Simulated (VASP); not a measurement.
A run of VASP 6.6.1 is set up as follows.

The input INCAR:

```
PREC = Accurate ; ENCUT = 520
EDIFF = 1E-7 ; ISMEAR = 0
SIGMA = 0.02 ; LREAL = Auto
LASPH = T ; NELM = 80
ALGO = Normal ; ISIF = 2
LWAVE = F ; LCHARG = F
GGA = CA ; NBANDS = 82
```

File KPOINTS:

```
regular mesh
0
Gamma
  4 4 4
```

The input POSCAR:

```
SiO2
1.0
   -4.0182564339      4.0182564339      4.0182564339
    4.0182564339     -4.0182564339      4.0182564339
    4.0182564339      4.0182564339     -4.0182564339
Si O
8 16
Direct
    0.5000000000      0.0000000000      0.7720104568
    0.2720104568      0.2720104568      0.2720104568
    0.5000000000      0.0000000000      0.2279895432
    0.7279895432      0.7279895432      0.7279895432
    0.7720104568      0.5000000000      0.0000000000
    0.0000000000      0.2279895432      0.5000000000
    0.2279895432      0.5000000000      0.0000000000
    0.0000000000      0.7720104568      0.5000000000
    0.7063675258      0.9563675258      0.7500000000
    0.7500000000      0.7063675258      0.9563675258
    0.7936324742      0.5436324742      0.2500000000
    0.7500000000      0.2063675258      0.4563675258
    0.0436324742      0.2500000000      0.2936324742
    0.5000000000      0.0000000000      0.0000000000
    0.2500000000      0.7936324742      0.5436324742
    0.4563675258      0.7500000000      0.2063675258
    0.2936324742      0.0436324742      0.2500000000
    0.2063675258      0.4563675258      0.7500000000
    0.9563675258      0.7500000000      0.7063675258
    0.5000000000      0.5000000000      0.5000000000
    0.2500000000      0.2936324742      0.0436324742
    0.0000000000      0.5000000000      0.0000000000
    0.0000000000      0.0000000000      0.5000000000
    0.5436324742      0.2500000000      0.7936324742
```

Potentials or basis: VASP PAW LDA potentials, release 64 (Si, O).

Launch:

```bash
$ cat potpaw_LDA.64/Si/POTCAR potpaw_LDA.64/O/POTCAR > POTCAR
$ mpirun -np 1 vasp_std > vasp.out
```

Task: What does it give for the largest force?

Result: 0.063 eV/Å.

Task: Estimate the pressure.

Result: 7.6 GPa.

Task: Predict the band gap on the k mesh.

Result: 6.23 eV (least direct gap 6.35 eV).

Forces on the atoms (eV/Å):
```
Si  -0.002 -0.002  0.002
Si  -0.002 -0.002 -0.002
Si   0.002  0.002 -0.002
Si   0.002  0.002  0.002
Si   0.002 -0.002 -0.002
Si   0.002 -0.002  0.002
Si  -0.002  0.002  0.002
Si  -0.002  0.002 -0.002
O    0.000  0.000  0.063
O    0.063  0.000  0.000
O    0.000  0.000 -0.063
O    0.063  0.000  0.000
O    0.000 -0.063  0.000
O    0.000  0.000  0.000
O   -0.063  0.000  0.000
O    0.000  0.063  0.000
O    0.000  0.000 -0.063
O    0.000  0.000  0.063
O    0.000  0.063  0.000
O    0.000  0.000  0.000
O   -0.063  0.000  0.000
O    0.000  0.000  0.000
O    0.000  0.000  0.000
O    0.000 -0.063  0.000
```

Caveat: the cell stands under pressure. A k mesh can miss the band edges.
